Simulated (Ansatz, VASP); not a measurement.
**One calculation of NaMg6Sb, two programs**

Contents of INCAR:

```
  PREC = Accurate
  ENCUT = 520
  EDIFF = 1E-6
  ISMEAR = -1
  SIGMA = 0.05
  LREAL = F
  LASPH = T
  NELM = 60
  ALGO = Normal
  ISIF = 2
  LWAVE = F
  LCHARG = F
  GGA = PE
  NBANDS = 22
```

The input KPOINTS:

```
Automatic mesh
0
Gamma
  5 5 5
```

The input POSCAR:

```
NaMg6Sb
1.0
    5.3419609699      0.0000000000      0.0000000000
    0.0000000000      3.2186392415      5.7930210562
    0.0000000000     -3.2186392415      5.7930210562
Sb Mg Na
1 6 1
Direct
    0.0000000000      0.6657290000      0.6657290000
    0.5000000000      0.8362990000      0.8362990000
    0.5000000000      0.3357240000      0.3357240000
    0.5000000000      0.3305960000      0.8318680000
    0.5000000000      0.8318680000      0.3305960000
    0.0000000000      0.1680800000      0.6645300000
    0.0000000000      0.6645300000      0.1680800000
    0.0000000000      0.1671700000      0.1671700000
```

Contents of input.yaml:

```yaml
crystal:
  lattice:
    - [5.3419609699, 0.0, 0.0]
    - [0.0, 3.2186392415, 5.7930210562]
    - [0.0, -3.2186392415, 5.7930210562]
  atoms:
    - { symbol: Sb, position: [0.0, 0.665729, 0.665729] }
    - { symbol: Mg, position: [0.5, 0.836299, 0.836299] }
    - { symbol: Mg, position: [0.5, 0.335724, 0.335724] }
    - { symbol: Mg, position: [0.5, 0.330596, 0.831868] }
    - { symbol: Mg, position: [0.5, 0.831868, 0.330596] }
    - { symbol: Mg, position: [0.0, 0.16808, 0.66453] }
    - { symbol: Mg, position: [0.0, 0.66453, 0.16808] }
    - { symbol: Na, position: [0.0, 0.16717, 0.16717] }
hamiltonian:
  xc: pbe
  pseudopotentials: { kind: paw }
kpoints:
  mp_grid: { grid: [5, 5, 5] }
scf:
  occupations: { method: fermi_dirac, width: 0.05 }
output:
  forces: true
  stress: true
  eigenvalues: true
  write_density: true
  write_potential: true
  elf: true
  volumetric_format: npy
```

Alike in both runs: task single point; functional PBE; k mesh 5 × 5 × 5; occupations fermi-dirac, width 0.05 eV; no spin polarisation.

```csv
,VASP,Ansatz
version,VASP 6.6.1,Ansatz 0.2.0
potentials or method,"VASP PAW PBE potentials, release 64 (Sb, Mg, Na_pv)",Ansatz PAW
plane-wave cutoff (eV),520,420
valence electrons in the cell,24,84
```

```tsv
	VASP	Ansatz	Ansatz less VASP
gap on the k mesh at the Fermi level (eV)	none	none	-
pressure (GPa)	-1.4	-1.3	+0.07
traceless stress, the component that is largest in VASP (GPa)	-1.20	-1.20	+0.002
rms of the force components (eV/Å)	0.045	0.044	-0.0008
```

Atom by atom the forces differ by 0.001 eV/Å (rms over components). A gap of «none» marks a metal or a gap that the smearing closes. With one functional, cell and mesh, what is left measures potentials, basis and numerics. VASP's potentials hold 24 valence electrons a cell and Ansatz's 84, so a difference there can come from the potentials and not from the codes.

Neither program's run includes spin-orbit coupling.
